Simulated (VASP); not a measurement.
Wanted: the native input for a VASP 6.6.1 run.

| Property | Result |
| --- | --- |
| Task | single point |
| Functional | PBE |
| Potentials or basis | VASP PAW PBE potentials, release 64 (S) |
| Cutoff | 520 eV |
| k mesh | 14 × 14 × 14 |
| Occupations | fermi-dirac, width 0.1 eV |
| Spin | no spin polarisation |
| Dipole correction | no |
| Further INCAR settings | ALGO = Normal; EDIFF = 1e-06; NBANDS = 9 |

The structure of S lies in POSCAR:

```
S
1.0
    2.5819082237      0.0000000000      0.0000000000
    0.0000000000      2.5819082237      0.0000000000
    0.0000000000      0.0000000000      2.5819082237
S
1
Direct
    0.0000000000      0.0000000000      0.0000000000
```

The input as run:

INCAR

```
SYSTEM = S
  ALGO = Normal
  EDIFF = 1E-6
  ENCUT = 520
  GGA = PE
  ISIF = 2
  ISMEAR = -1
  LASPH = .True.
  LCHARG = .False.
  LREAL = .False.
  LWAVE = .False.
  NBANDS = 9
  NELM = 80
  PREC = Accurate
  SIGMA = 0.1
```

KPOINTS

```
k-points
0
Gamma
  14 14 14
  0 0 0
```

Potentials or basis: VASP PAW PBE potentials, release 64 (S).

The run is started by

```bash
$ cat potpaw_PBE.64/S/POTCAR > POTCAR
$ mpirun -np 1 vasp_std > vasp.out
```

It gave:

- Pressure: -0.1 GPa
- Band gap on the k mesh: zero (band 3 reaches 9.93 eV, above the bottom of band 4 at 3.17 eV)

It took 4.7 s on 1 thread of Intel(R) Xeon(R) 6975P-C (Granite Rapids), on a shared host, peak memory 0.12 GiB.
